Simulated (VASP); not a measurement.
# C (P6/mmm) in VASP: notebook, part 2 of 2

VASP 6.6.1. The steps go on from the part before.

## (3) Relaxation of shape and atoms at fixed volume, PBE+D3(BJ) (9.67 Å³/atom)

This run uses another cell than the first one, of 9.67 Å³/atom.

File INCAR:

```
ALGO = Normal
EDIFF = 1E-7
EDIFFG = -0.01
ENCUT = 600
GGA = PE
IBRION = 2
ISIF = 4
ISMEAR = 0
IVDW = 12
LASPH = T
LCHARG = F
LREAL = F
LWAVE = F
NELM = 100
NSW = 50
PREC = Accurate
SIGMA = 0.1
```

File KPOINTS:

```
k-points
0
Gamma
  18 18 12
```

File POSCAR:

```
C
1.0
    2.4891430823      0.0000000000      0.0000000000
   -1.2445715411      2.1556611429      0.0000000000
    0.0000000000      0.0000000000      3.6027497374
C
2
Direct
    0.3333333333      0.6666666667      0.0000000000
    0.6666666667      0.3333333333      0.0000000000
```

Potentials or basis: VASP PAW PBE potentials, release 64 (C).

On the command line:

```bash
$ cat potpaw_PBE.64/C/POTCAR > POTCAR
$ mpirun -np 1 vasp_std > vasp.out
```

OUTCAR:

```text
EDIFF = 1E-7
   EDIFFG = -0.01
   ENCUT = 600
   GGA = PE
   IBRION = 2
   ISIF = 4
   ISMEAR = 0
   IVDW = 12
   LASPH = T
   LREAL = F
   NELM = 100
   NSW = 50
   PREC = Accurate
 IVDW          = 12

 ion  position               nearest neighbor table
   1  0.333  0.667  0.000-   2 1.44   2 1.44   2 1.44
   2  0.667  0.333  0.000-   1 1.44   1 1.44   1 1.44

  LATTYP: Found a hexagonal cell.
 ALAT       =     2.4891430823
 C/A-ratio  =     1.4473855533

  Lattice vectors:

 A1 = (   2.4891430823,   0.0000000000,   0.0000000000)
 A2 = (  -1.2445715411,   2.1556611429,   0.0000000000)
 A3 = (   0.0000000000,   0.0000000000,   3.6027497374)

Analysis of symmetry for initial positions (statically):
=====================================================================
 Subroutine PRICEL returns:
 Original cell was already a primitive cell.

 Routine SETGRP: Setting up the symmetry group for a
 hexagonal supercell.

 Subroutine GETGRP returns: Found 24 space group operations
 (whereof 24 operations were pure point group operations)
 out of a pool of 24 trial point group operations.

The static configuration has the point symmetry D_6h.

Analysis of symmetry for dynamics (positions and initial velocities):
=====================================================================
 Subroutine PRICEL returns:
 Original cell was already a primitive cell.

 Routine SETGRP: Setting up the symmetry group for a
 hexagonal supercell.

 Subroutine GETGRP returns: Found 24 space group operations
 (whereof 24 operations were pure point group operations)
 out of a pool of 24 trial point group operations.

The dynamic configuration has the point symmetry D_6h.

 Subroutine INISYM returns: Found 24 space group operations
 (whereof 24 operations are pure point group operations),
 and found     1 'primitive' translations

----------------------------------------------------------------------------------------

                                     Primitive cell

  volume of cell :      19.3315

  direct lattice vectors                    reciprocal lattice vectors
     2.489143082  0.000000000  0.000000000     0.401744684  0.231947401  0.000000000
    -1.244571541  2.155661143  0.000000000     0.000000000  0.463894802  0.000000000
     0.000000000  0.000000000  3.602749737     0.000000000  0.000000000  0.277565769

  length of vectors
     2.489143082  2.489143082  3.602749737     0.463894802  0.463894802  0.277565769

  position of ions in fractional coordinates (direct lattice)
     0.333333333  0.666666667  0.000000000
     0.666666667  0.333333333  0.000000000

  ion indices of the primitive-cell ions
   primitive index   ion index
                 1           1
                 2           2

----------------------------------------------------------------------------------------

 KPOINTS: k-points

Automatic generation of k-mesh.
 Grid dimensions read from file:
 generate k-points for:   18   18   12

 Generating k-lattice:

  Cartesian coordinates                     Fractional coordinates (reciprocal lattice)
     0.022319149  0.012885967  0.000000000     0.055555556  0.000000000  0.000000000
     0.000000000  0.025771933  0.000000000     0.000000000  0.055555556  0.000000000
     0.000000000  0.000000000  0.023130481     0.000000000  0.000000000  0.083333333

  Length of vectors
     0.025771933  0.025771933  0.023130481

  Shift w.r.t. Gamma in fractional coordinates (k-lattice)
     0.000000000  0.000000000  0.000000000

 Subroutine IBZKPT returns following result:
 ===========================================

 Found    259 irreducible k-points:

 Following reciprocal coordinates:
            Coordinates               Weight
  0.000000  0.000000  0.000000      1.000000
  0.055556  0.000000  0.000000      6.000000
  0.111111  0.000000  0.000000      6.000000
  0.166667  0.000000  0.000000      6.000000
  0.222222 -0.000000  0.000000      6.000000
  0.277778  0.000000  0.000000      6.000000
[... 16 lines left out ...]
  0.333333  0.111111  0.000000     12.000000
  0.388889  0.111111  0.000000     12.000000
 [... further k-points ...]
   k-points           NKPTS =    259   k-points in BZ     NKDIM =    259   number of bands    NBANDS=      8
   number of dos      NEDOS =    301   number of ions     NIONS =      2
   total plane-waves  NPLWV =  12000
   dimension x,y,z NGX =    20 NGY =   20 NGZ =   30
   dimension x,y,z NGXF=    40 NGYF=   40 NGZF=   60
   ions per type =               2
   NGX,Y,Z   is equivalent  to a cutoff of  13.36, 13.36, 13.84 a.u.
   NGXF,Y,Z  is equivalent  to a cutoff of  26.72, 26.72, 27.69 a.u.
 SYSTEM =  unknown system
   PREC   = accura    normal or accurate (medium, high low for compatibility)
   ISTART =      0    job   : 0-new  1-cont  2-samecut
   ICHARG =      2    charge: 1-file 2-atom 10-const
   ISPIN  =      1    spin polarized calculation?
   LNONCOLLINEAR =      F non collinear calculations
   LSORBIT =      F    spin-orbit coupling
   LASPH  =      T    aspherical Exc in radial PAW
   ENCUT  =  600.0 eV  44.10 Ry    6.64 a.u.   4.97  4.97  7.20*2*pi/ulx,y,z
   NELM   =    100;   NELMIN=  2; NELMDL= -5     # of ELM steps
   EDIFF  = 0.1E-06   stopping-criterion for ELM
   LREAL  =      F    real-space projection
   EDIFFG = -.1E-01   stopping-criterion for IOM
   NSW    =     50    number of steps for IOM
   IBRION =      2    ionic relax: 0-MD 1-quasi-New 2-CG
   NFREE  =      1    steps in history (QN), initial steepest desc. (CG)
   ISIF   =      4    stress and relaxation
   ISYM   =      2    0-nonsym 1-usesym 2-fastsym
   POTIM  = 0.5000    time-step for ionic-motion
   TEBEG  =    0.0;   TEEND  =   0.0 temperature during run
   PSTRESS=    0.0 pullay stress
   NELECT =       8.0000    total number of electrons
   NUPDOWN=      -1.0000    fix difference up-down
   EMIN   =  10.00;   EMAX   =-10.00  energy-range for DOS
   EFERMI =   0.00;   METHOD = LEGACY
   ISMEAR =     0;   SIGMA  =   0.10  broadening in eV -4-tet -1-fermi 0-gaus
   EFERMI_NEDOS =   21; number of points for ismear=-14 and -15
   IALGO  =     38    algorithm
   IMIX   =      4    mixing-type and parameters
     AMIX     =   0.40;   BMIX     =  1.00
     AMIX_MAG =   1.60;   BMIX_MAG =  1.00
  volume/ion in A,a.u.               =       9.67        65.23
  Fermi-wavevector in a.u.,A,eV,Ry     =   1.219972  2.305414 20.249996  1.488333
  Thomas-Fermi vector in A             =   2.355206
   LORBIT       =      0    0 simple, 1 ext, 2 COOP (PROOUT), +10 PAW based schemes
   GGA     = PE    functional components
   LHFCALC =     F    Hartree Fock is set to
   AEXX    =    0.0000 exact exchange contribution
   IVDW    =    12    specifies the selected vdW correction
   LEPSILON=     F    determine dielectric tensor
   LRPA    =     F    only Hartree local field effects (RPA)
 conjugate gradient relaxation of ions
 non-spin polarized calculation
 Gauss-broadening in eV      SIGMA  =   0.10
  energy-cutoff  :      600.00
  volume of cell :       19.33
 maximum number of plane-waves:       660
 NGX is ok and might be reduce to    20
   NGX =  9   NGY =  9   NGZ = 15

--------------------------------------- Ionic step        1  -------------------------------------------

 number of electron       8.0000000 magnetization

 Free energy of the ion-electron system (eV)
  ---------------------------------------------------
  ext. energy  EPLUGINS =         0.00000000
  ---------------------------------------------------
  free energy    TOTEN  =       -18.42531852 eV

  energy without entropy =      -18.42520055  energy(sigma->0) =      -18.42525953

------------------------ aborting loop because EDIFF is reached ----------------------------------------

 Edisp (eV)   -0.28541

 E8    (eV) :    -0.0801
[... 71 lines left out ...]
--------------------------------------- Ionic step        3  -------------------------------------------

 number of electron       8.0000000 magnetization

 Free energy of the ion-electron system (eV)
  ---------------------------------------------------
  ext. energy  EPLUGINS =         0.00000000
  ---------------------------------------------------
  free energy    TOTEN  =       -18.44133347 eV

  energy without entropy =      -18.44121189  energy(sigma->0) =      -18.44127268

 E-fermi :   3.9238     XC(G=0):  -9.6966

 val. band max:        3.9236051058   @ k =   0.3333   0.3333   0.2500
 cond. band min:       4.1221933289   @ k =   0.3333   0.3333   0.1667
 fundamental gap:      0.1985882231
 Fermi energy:         3.9238179547

 k-point     1 :       0.0000    0.0000    0.0000
  band No.  band energies     occupation
      1     -15.6420      2.00000
      2      -3.0262      2.00000
      3       0.8908      2.00000
      4       0.8908      2.00000
      5       7.6201      0.00000
      6      12.2145      0.00000
      7      12.2145      0.00000
      8      15.4421      0.00000
[... 243 lines left out ...]
 k-point    24 :       0.3889    0.1111    0.0000
  band No.  band energies     occupation
      1     -10.9433      2.00000
      2      -8.3020      2.00000
      3      -3.3133      2.00000
      4       1.8681      2.00000
      5       6.5606      0.00000
      6      12.4340      0.00000
      7      13.7062      0.00000
      8      16.5582      0.00000

 [... further k-points ...]

------------------------ aborting loop because EDIFF is reached ----------------------------------------

 Edisp (eV)   -0.28094

 E8    (eV) :    -0.0787
[... 25 lines left out ...]
  FREE ENERGIE OF THE ION-ELECTRON SYSTEM (eV)
  ---------------------------------------------------
  free  energy   TOTEN  =       -18.7222708666 eV

  energy  without entropy=      -18.7221492829  energy(sigma->0) =      -18.72221007

 reached required accuracy - stopping structural energy minimisation
```

CONTCAR:

```text
C
   1.00000000000000
     2.4673277986720961   -0.0000000000016000    0.0000000000000000
    -1.2336638992878719    2.1367685530899481   -0.0000000000000000
     0.0000000000000000   -0.0000000000000000    3.6667399884957779
  C
     2
Direct
     0.3333333332999970    0.6666666667000030    0.0000000000000000
     0.6666666667000030    0.3333333332999970    0.0000000000000000

  0.00000000E+00  0.00000000E+00  0.00000000E+00
  0.00000000E+00  0.00000000E+00  0.00000000E+00
```

It took 44 s on 1 thread of AMD EPYC 9R45 (Zen 5), shared host; peak memory 0.14 GiB.

What came out:

```yaml
Free_energy: -18.7223 eV
Energy_gained_by_relaxing: 5.8 meV/atom
Ionic_steps: 3
Pressure_after_relaxing: -1.0 GPa
Band_gap_on_the_k_mesh: zero (bands 4 and 5 overlap by 0.78 eV)
Dispersion_energy_per_atom: -0.140 eV
```

The path:
```
step  energy change (eV)  largest force (eV/Å)  pressure (GPa)  volume (Å³)
   1              0.0000                0.0000           -7.67        19.33
   2             -0.0112                0.0000            0.26        19.33
   3             -0.0115                0.0000           -0.99        19.33
```

Final structure:
```
C
1.0
     2.46733    0.00000    0.00000
    -1.23366    2.13677    0.00000
     0.00000    0.00000    3.66674
C
2
Direct
  0.33333 0.66667 0.00000
  0.66667 0.33333 0.00000
```

## (4) Single point, PBE+D3(BJ) (9.19 Å³/atom)

This run uses another cell than the first one, of 9.19 Å³/atom.

File INCAR:

```
  PREC = Accurate
  ENCUT = 520
  EDIFF = 1E-7
  ISMEAR = -1
  SIGMA = 0.15
  LREAL = F
  LASPH = T
  NELM = 100
  ALGO = Normal
  ISIF = 2
  LWAVE = F
  LCHARG = T
  GGA = PE
  IVDW = 12
  LELF = T
  LVHAR = T
  NBANDS = 11
```

File KPOINTS:

```
Automatic mesh
0
Gamma
  18 18 12
```

File POSCAR:

```
C
1.0
    2.4633262974      0.0000000000      0.0000000000
   -1.2316631487      2.1333031513      0.0000000000
    0.0000000000      0.0000000000      3.4992322589
C
2
Direct
    0.3333333333      0.6666666667      0.0000000000
    0.6666666667      0.3333333333      0.0000000000
```

Potentials or basis: VASP PAW PBE potentials, release 64 (C).

On the command line:

```bash
$ cat potpaw_PBE.64/C/POTCAR > POTCAR
$ mpirun -np 1 vasp_std > vasp.out
```

OUTCAR:

```text
PREC = Accurate
   ENCUT = 520
   EDIFF = 1E-7
   ISMEAR = -1
   LREAL = F
   LASPH = T
   NELM = 100
   ISIF = 2
   GGA = PE
   IVDW = 12
 IVDW          = 12

 ion  position               nearest neighbor table
   1  0.333  0.667  0.000-   2 1.42   2 1.42   2 1.42
   2  0.667  0.333  0.000-   1 1.42   1 1.42   1 1.42

  LATTYP: Found a hexagonal cell.
 ALAT       =     2.4633262974
 C/A-ratio  =     1.4205313614

  Lattice vectors:

 A1 = (   2.4633262974,   0.0000000000,   0.0000000000)
[... 522 lines left out ...]

 Edisp (eV)   -0.29724

 E8    (eV) :    -0.0837

  FORCE on cell =-STRESS in cart. coord.  units (eV):
  Direction    XX          YY          ZZ          XY          YZ          ZX
  --------------------------------------------------------------------------------------
  -------------------------------------------------------------------------------------
  Total       0.15169     0.15169     0.06459    -0.00000     0.00000     0.00000
  in kB      13.21682    13.21682     5.62804    -0.00000     0.00000     0.00000
  external pressure =       10.69 kB  Pullay stress =        0.00 kB

 VOLUME and BASIS-vectors are now :
 -----------------------------------------------------------------------------
  energy-cutoff  :      520.00
  volume of cell :       18.39
      direct lattice vectors                 reciprocal lattice vectors
     2.463326297  0.000000000  0.000000000     0.405955151  0.234378316  0.000000000
    -1.231663149  2.133303151  0.000000000     0.000000000  0.468756632  0.000000000
     0.000000000  0.000000000  3.499232259     0.000000000  0.000000000  0.285776972

 POSITION                                       TOTAL-FORCE (eV/Angst)
 -----------------------------------------------------------------------------------
     -0.00000      1.42220      0.00000         0.000000     -0.000000     -0.000000
      1.23166      0.71110      0.00000         0.000000      0.000000      0.000000
 -----------------------------------------------------------------------------------
    total drift:                                0.000000     -0.000000      0.000000

  FREE ENERGIE OF THE ION-ELECTRON SYSTEM (eV)
  ---------------------------------------------------
  free  energy   TOTEN  =       -18.7183279550 eV

  energy  without entropy=      -18.7151242605  energy(sigma->0) =      -18.71672611
```

OSZICAR:

```text
N       E                     dE             d eps       ncg     rms          rms(c)
DAV:   1     0.642052893620E+01    0.64205E+01   -0.44065E+03  5818   0.656E+02
DAV:   2    -0.189922686863E+02   -0.25413E+02   -0.24027E+02  7528   0.131E+02
DAV:   3    -0.196315521738E+02   -0.63928E+00   -0.63770E+00  7314   0.173E+01
DAV:   4    -0.196339322951E+02   -0.23801E-02   -0.23799E-02  6698   0.127E+00
DAV:   5    -0.196339412741E+02   -0.89790E-05   -0.89790E-05  7070   0.728E-02    0.634E+00
DAV:   6    -0.187128831950E+02    0.92106E+00   -0.72042E-01  6415   0.509E+00    0.370E+00
DAV:   7    -0.184166608275E+02    0.29622E+00   -0.85665E-01  6575   0.557E+00    0.104E+00
DAV:   8    -0.184213124700E+02   -0.46516E-02   -0.23088E-02  6067   0.965E-01    0.133E-01
DAV:   9    -0.184209883502E+02    0.32412E-03   -0.71433E-04  6775   0.168E-01    0.585E-02
DAV:  10    -0.184210912487E+02   -0.10290E-03   -0.19650E-04  6179   0.944E-02    0.307E-02
DAV:  11    -0.184210917440E+02   -0.49532E-06   -0.10338E-05  6765   0.187E-02    0.479E-03
DAV:  12    -0.184210922410E+02   -0.49694E-06   -0.73754E-07  6199   0.622E-03    0.544E-04
DAV:  13    -0.184210922401E+02    0.83924E-09   -0.38171E-08  6769   0.126E-03
   1 F= -.18718328E+02 E0= -.18716726E+02  d E =-.320369E-02
```

Wall time 36 s (1 thread of Intel Xeon Platinum 8259CL at 2.50GHz (Skylake/Cascade Lake), shared host); peak memory 0.16 GiB.

What came out:

* Free energy: -18.7183 eV
* Pressure: 1.1 GPa
* Band gap on the k mesh: zero (bands 4 and 5 overlap by 1.05 eV)
* Dispersion energy per atom: -0.149 eV

## (5) Overview

```csv
task,cell,cutoff (eV),smearing,gap on the mesh (eV),pressure (GPa)
relaxation of shape and atoms at fixed volume,"relaxed from a = 2.440, b = 2.440, c = 3.531 Å, angles 90.0, 90.0, 120.0°, 2 atoms",600,gaussian 0.1 eV,none,0.8
relaxation of shape and atoms at fixed volume,"relaxed from a = 2.489, b = 2.489, c = 3.603 Å, angles 90.0, 90.0, 120.0°, 2 atoms",600,gaussian 0.1 eV,none,-1.0
single point,"a = 2.463, b = 2.463, c = 3.499 Å, angles 90.0, 90.0, 120.0°, 2 atoms",520,fermi-dirac 0.15 eV,none,1.1
```

Alike in all rows: level PBE+D3(BJ); potentials or basis VASP PAW PBE potentials, release 64 (C); no spin polarisation; k mesh 18 × 18 × 12.

Total energies depend on the potentials used, so only differences within one code and one set of settings carry meaning.
